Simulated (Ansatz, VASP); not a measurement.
# Ta2N: VASP beside Ansatz

```
CELL_PARAMETERS angstrom
3.17132 0.00000 0.00000
-1.58566 2.74644 0.00000
0.00000 0.00000 4.70021
ATOMIC_POSITIONS crystal
Ta 0.66667 0.33333 0.74669
Ta 0.33333 0.66667 0.25331
N 0.00000 0.00000 0.00000
```

Alike in both runs: task single point; functional LDA; k mesh 18 × 18 × 10; occupations gaussian, width 0.15 eV; no spin polarisation.

|  | VASP | Ansatz |
| --- | --- | --- |
| version | VASP 6.6.1 | Ansatz 0.2.0 |
| potentials or method | VASP PAW LDA potentials, release 64 (Ta_pv, N), cutoff 520 eV | scalar-relativistic, plane waves, PAW |
| valence electrons in the cell | 27 | 31 |

|  | VASP | Ansatz | Ansatz less VASP |
| --- | --- | --- | --- |
| gap on the k mesh at the Fermi level (eV) | none | none | - |
| pressure (GPa) | -13.0 | -14.3 | -1.28 |
| traceless stress, the component that is largest in VASP (GPa) | 7.73 | 7.79 | +0.056 |
| rms of the force components (eV/Å) | 0.296 | 0.316 | +0.0207 |

Ansatz warns that its potentials were made for another functional, while VASP's fit it. LDA's correlation is that of Perdew and Zunger in VASP and of Perdew and Wang (1992) in Ansatz. Atom by atom the forces differ by 0.021 eV/Å (rms over components). A gap of «none» marks a metal or a gap that the smearing closes. VASP's potentials hold 27 valence electrons a cell and Ansatz's 31, so a difference there can come from the potentials and not from the codes.

Neither program's run includes spin-orbit coupling.
